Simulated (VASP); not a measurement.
A run of VASP 6.6.1:

The input POSCAR:

```
CsH
1.0
    0.0000000000      3.1880000000      3.1880000000
    3.1880000000      0.0000000000      3.1880000000
    3.1880000000      3.1880000000      0.0000000000
Cs H
1 1
Direct
    0.0235257215      0.0235257215     -0.0235257215
    0.5000000000      0.5000000000      0.5000000000
```

File INCAR.step1:

```
SYSTEM = CsH
ALGO = Normal ; EDIFF = 1E-4
ENCUT = 520 ; GGA = PE
ISMEAR = 0 ; LASPH = .TRUE.
LCHARG = .FALSE. ; LREAL = .FALSE.
LWAVE = .TRUE. ; NBANDS = 12
NELM = 100 ; PREC = Accurate
SIGMA = 0.05
```

The input INCAR.step2:

```
SYSTEM = CsH
ALGO = Normal ; EDIFF = 1E-7
ENCUT = 520 ; ISIF = 2
ISMEAR = 0 ; ISTART = 1
LASPH = .TRUE. ; LCHARG = .FALSE.
LMIXTAU = .TRUE. ; LREAL = .FALSE.
LWAVE = .FALSE. ; METAGGA = R2SCAN
NBANDS = 12 ; NELM = 100
PREC = Accurate ; SIGMA = 0.05
```

KPOINTS

```
k-points
0
G
  6 6 6
  0 0 0
```

Potentials or basis: VASP PAW PBE potentials, release 64 (Cs_sv, H).

Run with:

```bash
$ cat potpaw_PBE.64/Cs_sv/POTCAR potpaw_PBE.64/H/POTCAR > POTCAR
$ cp INCAR.step1 INCAR
$ mpirun -np 1 vasp_std > vasp.out
$ cp INCAR.step2 INCAR
$ mpirun -np 1 vasp_std > vasp.out
```

Hardware: 1 thread of Intel(R) Xeon(R) 6975P-C (Granite Rapids), with other jobs on the host.

How long does it take, and how much memory?

It took 49 s on 1 thread of Intel(R) Xeon(R) 6975P-C (Granite Rapids), with other jobs on the host, peak memory 0.22 GiB. Counts: k points 30.
